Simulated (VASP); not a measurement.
# MgO (Fm-3m) in VASP: notebook, part 2 of 2

VASP 6.6.1. The steps go on from the part before.

### Step 4. Single point, PBE

INCAR

```
SYSTEM = MgO
ALGO = Normal ; EDIFF = 1E-6
ENCUT = 520 ; GGA = PE
ISIF = 2 ; ISMEAR = 0
LASPH = .True. ; LCHARG = .False.
LREAL = .False. ; LWAVE = .False.
NBANDS = 11 ; NELM = 80
PREC = Accurate ; SIGMA = 0.01
```

KPOINTS

```
k-points
0
Gamma
  10 10 10
  0 0 0
```

POSCAR

```
MgO
1.0
    0.0000000000      2.1269229054      2.1269229054
    2.1269229054      0.0000000000      2.1269229054
    2.1269229054      2.1269229054      0.0000000000
Mg O
1 1
Direct
    0.0000000000      0.0000000000      0.0000000000
    0.5000000000      0.5000000000      0.5000000000
```

Potentials or basis: VASP PAW PBE potentials, release 64 (Mg, O).

Started as:

```
cat potpaw_PBE.64/Mg/POTCAR potpaw_PBE.64/O/POTCAR > POTCAR
mpirun -np 1 vasp_std > vasp.out
```

OUTCAR:

```text
SYSTEM = MgO
   EDIFF = 1E-6
   ENCUT = 520
   GGA = PE
   ISIF = 2
   ISMEAR = 0
   LASPH = .True.
   LREAL = .False.
   NELM = 80
   PREC = Accurate

 ion  position               nearest neighbor table
   1  0.000  0.000  0.000-   2 2.13   2 2.13   2 2.13   2 2.13   2 2.13   2 2.13
   2  0.500  0.500  0.500-   1 2.13   1 2.13   1 2.13   1 2.13   1 2.13   1 2.13

  LATTYP: Found a face centered cubic cell.
 ALAT       =     4.2538458108

  Lattice vectors:

 A1 = (   0.0000000000,   2.1269229054,   2.1269229054)
 A2 = (   2.1269229054,   0.0000000000,   2.1269229054)
 A3 = (   2.1269229054,   2.1269229054,   0.0000000000)

Analysis of symmetry for initial positions (statically):
=====================================================================
 Subroutine PRICEL returns:
 Original cell was already a primitive cell.

 Routine SETGRP: Setting up the symmetry group for a
 face centered cubic supercell.

 Subroutine GETGRP returns: Found 48 space group operations
 (whereof 48 operations were pure point group operations)
 out of a pool of 48 trial point group operations.

The static configuration has the point symmetry O_h .

Analysis of symmetry for dynamics (positions and initial velocities):
=====================================================================
 Subroutine PRICEL returns:
 Original cell was already a primitive cell.

 Routine SETGRP: Setting up the symmetry group for a
 face centered cubic supercell.

 Subroutine GETGRP returns: Found 48 space group operations
 (whereof 48 operations were pure point group operations)
 out of a pool of 48 trial point group operations.

The dynamic configuration has the point symmetry O_h .

 Subroutine INISYM returns: Found 48 space group operations
 (whereof 48 operations are pure point group operations),
 and found     1 'primitive' translations

[... 120 lines left out ...]
   LHFCALC =     F    Hartree Fock is set to
   AEXX    =    0.0000 exact exchange contribution
   IVDW    =     0    specifies the selected vdW correction
   LEPSILON=     F    determine dielectric tensor
   LRPA    =     F    only Hartree local field effects (RPA)
 non-spin polarized calculation
 Gauss-broadening in eV      SIGMA  =   0.01
  energy-cutoff  :      520.00
  volume of cell :       19.24
 maximum number of plane-waves:       534
 NGX is ok and might be reduce to    24
   NGX = 11   NGY = 11   NGZ = 11

 number of electron       8.0000004 magnetization

 Free energy of the ion-electron system (eV)
  ---------------------------------------------------
  ext. energy  EPLUGINS =         0.00000000
  ---------------------------------------------------
  free energy    TOTEN  =       -11.91167834 eV

  energy without entropy =      -11.91167834  energy(sigma->0) =      -11.91167834

 E-fermi :   3.0123     XC(G=0): -10.9392

 val. band max:        2.9683244234   @ k =   0.0000   0.0000   0.0000
 cond. band min:       7.4118536334   @ k =   0.0000   0.0000   0.0000
 fundamental gap:      4.4435292100
 Fermi energy:         3.0122992362

 k-point     1 :       0.0000    0.0000    0.0000
  band No.  band energies     occupation
      1     -14.1460      2.00000
      2       2.9683      2.00000
      3       2.9683      2.00000
      4       2.9683      2.00000
      5       7.4119      0.00000
      6      18.5998      0.00000
      7      18.5998      0.00000
      8      18.5998      0.00000
      9      22.4393      0.00000
     10      24.1795      0.00000
     11      24.1795      0.00000
[... 309 lines left out ...]
 k-point    24 :       0.4000    0.3000    0.0000
  band No.  band energies     occupation
      1     -12.9745      2.00000
      2      -0.5112      2.00000
      3       1.7078      2.00000
      4       1.9191      2.00000
      5      12.2512      0.00000
      6      13.0518      0.00000
      7      16.2570      0.00000
      8      20.7594      0.00000
      9      20.9610      0.00000
     10      27.4920      0.00000
     11      29.3564      0.00000

 [... further k-points ...]

------------------------ aborting loop because EDIFF is reached ----------------------------------------

  FORCE on cell =-STRESS in cart. coord.  units (eV):
  Direction    XX          YY          ZZ          XY          YZ          ZX
  --------------------------------------------------------------------------------------
  -------------------------------------------------------------------------------------
  Total       -0.0905401     -0.0905401     -0.0905401     -0.0000000      0.0000000     -0.0000000
  in kB       -7.5381772     -7.5381772     -7.5381772     -0.0000000      0.0000000     -0.0000000
  external PRESSURE =      -7.5381772 kB  Pullay stress =       0.0000000 kB

 VOLUME and BASIS-vectors are now :
 -----------------------------------------------------------------------------
  energy-cutoff  :      520.00
  volume of cell :       19.24
      direct lattice vectors                 reciprocal lattice vectors
     0.000000000  2.126922905  2.126922905    -0.235081393  0.235081393  0.235081393
     2.126922905  0.000000000  2.126922905     0.235081393 -0.235081393  0.235081393
     2.126922905  2.126922905  0.000000000     0.235081393  0.235081393 -0.235081393

 POSITION                                       TOTAL-FORCE (eV/Angst)
 -----------------------------------------------------------------------------------
      0.00000      0.00000      0.00000         0.000000      0.000000     -0.000000
      2.12692      2.12692      2.12692        -0.000000     -0.000000      0.000000
 -----------------------------------------------------------------------------------
    total drift:                               -0.000000     -0.000000      0.000000

  FREE ENERGIE OF THE ION-ELECTRON SYSTEM (eV)
  ---------------------------------------------------
  free  energy   TOTEN  =       -11.9116783397 eV

  energy  without entropy=      -11.9116783397  energy(sigma->0) =      -11.91167834
```

OSZICAR:

```text
N       E                     dE             d eps       ncg     rms          rms(c)
DAV:   1     0.154820171515E+02    0.15482E+02   -0.45280E+03  1178   0.638E+02
DAV:   2    -0.127641737763E+02   -0.28246E+02   -0.26949E+02  1208   0.136E+02
DAV:   3    -0.134664689415E+02   -0.70230E+00   -0.70151E+00  1234   0.187E+01
DAV:   4    -0.134683619793E+02   -0.18930E-02   -0.18930E-02  1118   0.109E+00
DAV:   5    -0.134683677599E+02   -0.57806E-05   -0.57806E-05  1220   0.606E-02    0.719E+00
DAV:   6    -0.119309756510E+02    0.15374E+01   -0.90001E+00  1073   0.163E+01    0.227E+00
DAV:   7    -0.119177164304E+02    0.13259E-01   -0.61642E-02  1118   0.217E+00    0.135E+00
DAV:   8    -0.119121206322E+02    0.55958E-02   -0.30052E-02  1091   0.193E+00    0.251E-01
DAV:   9    -0.119116992637E+02    0.42137E-03   -0.62651E-04  1169   0.175E-01    0.141E-01
DAV:  10    -0.119116761592E+02    0.23104E-04   -0.54026E-04  1142   0.172E-01    0.826E-03
DAV:  11    -0.119116784938E+02   -0.23345E-05   -0.31735E-06  1187   0.142E-02    0.597E-03
DAV:  12    -0.119116783397E+02    0.15406E-06   -0.69974E-07   637   0.625E-03
   1 F= -.11911678E+02 E0= -.11911678E+02  d E =-.676169E-13
```

stdout:

```text
POSCAR found type information on POSCAR MgO
 POSCAR found :  2 types and       2 ions
 scaLAPACK will be used
 LDA part: xc-table for (Slater+PW92), standard interpolation
 POSCAR, INCAR and KPOINTS ok, starting setup
 FFT: planning ... GRIDC
 FFT: planning ... GRID_SOFT
 FFT: planning ... GRID
 WAVECAR not read
 entering main loop
```

Run time: 8.5 s. Hardware: 1 thread of AMD EPYC 7R13 (Zen 3), shared host; peak memory 0.11 GiB.

What came out:

* Free energy: -11.9117 eV
* Pressure: -0.8 GPa
* Band gap on the k mesh: 4.44 eV

### Step 5. Relaxation of cell and atoms, PBE

INCAR

```
SYSTEM = MgO
ALGO     = Normal         ! electronic algorithm
EDIFF    = 1E-6           ! SCF threshold, eV
EDIFFG   = -0.001         ! ionic threshold
ENCUT    = 600            ! plane-wave cutoff, eV
GGA      = PE             ! functional
IBRION   = 2              ! ionic algorithm
ISIF     = 3              ! what is computed and relaxed
ISMEAR   = 0              ! smearing method
LASPH    = .True.         ! aspherical terms in the spheres
LCHARG   = .False.        ! write CHGCAR
LREAL    = .False.        ! projectors in reciprocal space
LWAVE    = .False.        ! write WAVECAR
NELM     = 60             ! most SCF steps
NSW      = 80             ! ionic steps
PREC     = Accurate       ! precision mode
SIGMA    = 0.01           ! smearing width, eV
```

KPOINTS is that of step 4.

POSCAR is that of step 4.

Started as:

```
cat potpaw_PBE.64/Mg/POTCAR potpaw_PBE.64/O/POTCAR > POTCAR
mpirun -np 1 vasp_std > vasp.out
```

It took 11 s on 1 thread of AMD EPYC 7R13 (Zen 3), shared host; peak memory 0.12 GiB.

It converged, with:

```yaml
Free_energy: -11.9152 eV
Relaxed_volume: 9.56 Å³/atom
Relaxed_cell: a = 3.001 Å, b = 3.001 Å, c = 3.001 Å, α = 60.00°, β = 60.00°, γ = 60.00°
Space_group_after_relaxing_to_0.1_Å: Fm-3m (No. 225)
Energy_gained_by_relaxing: 0.2 meV/atom
Ionic_steps: 3
Pressure_after_relaxing: 0.0 GPa
Band_gap_on_the_k_mesh: 4.51 eV
```

Step by step:
| step | energy change (eV) | largest force (eV/Å) | pressure (GPa) | volume (Å³) |
| --- | --- | --- | --- | --- |
| 1 | 0.0000 | 0.0000 | -1.01 | 19.24 |
| 2 | -0.0003 | 0.0000 | 0.35 | 19.08 |
| 3 | -0.0004 | 0.0000 | -0.01 | 19.12 |

Final structure:
```xyz
2
Lattice="0.0000 2.1224 2.1224 2.1224 0.0000 2.1224 2.1224 2.1224 0.0000" Properties=species:S:1:pos:R:3 pbc="T T T"
Mg    0.0000    0.0000    0.0000
O     2.1224    2.1224    2.1224
```

Levels at points of the mesh, in eV from the valence-band top:
```tsv
k point	band 2	band 3	band 4	band 5	band 6	band 7
(0.00, 0.00, 0.00)	0.00	0.00	0.00	4.51	15.67	15.67
(0.50, 0.00, 0.00)	-4.52	-0.63	-0.63	7.75	12.34	16.08
(0.50, 0.50, 0.00)	-3.99	-1.32	-1.32	9.09	9.72	12.85
```

### Step 6. Overview

| task | cell | cutoff (eV) | smearing | gap on the mesh (eV) | pressure (GPa) |
| --- | --- | --- | --- | --- | --- |
| relaxation of cell and atoms | relaxed to 40 GPa from a = 3.008 Å, angles 60.0°, 2 atoms | 600 | gaussian 0.01 eV | 6.42 | 40.0 |
| single point | a = 3.008 Å, angles 60.0°, 2 atoms | 520 | gaussian 0.02 eV | 4.44 | -0.8 |
| single point | a = 3.008 Å, angles 60.0°, 2 atoms | 520 | gaussian 0.01 eV | 4.44 | -0.8 |
| relaxation of cell and atoms | relaxed from a = 3.008 Å, angles 60.0°, 2 atoms | 600 | gaussian 0.01 eV | 4.51 | 0.0 |

Alike in all rows: level PBE; potentials or basis VASP PAW PBE potentials, release 64 (Mg, O); no spin polarisation; k mesh 10 × 10 × 10.

Caveats: the cell is relaxed towards a set pressure, so the run minimises the enthalpy, not the energy (at least some runs); the volume moved by over 15 % at a fixed basis, so the end points are rough (at least some runs).

Total energies depend on the potentials used, so only differences within one code and one set of settings carry meaning.

### Step 7. Against experiment

Step 3. Against the measured gap of MgO, 7.83 eV (quoted in “Electronic structure of alkaline earth and post-transition metal oxides”, 2009, arxiv:0908.1581), the calculated 4.44 eV is off by -3.39 eV. The value is that of PBE, without temperature or zero-point motion. Semilocal functionals fall short of measured gaps as a rule.
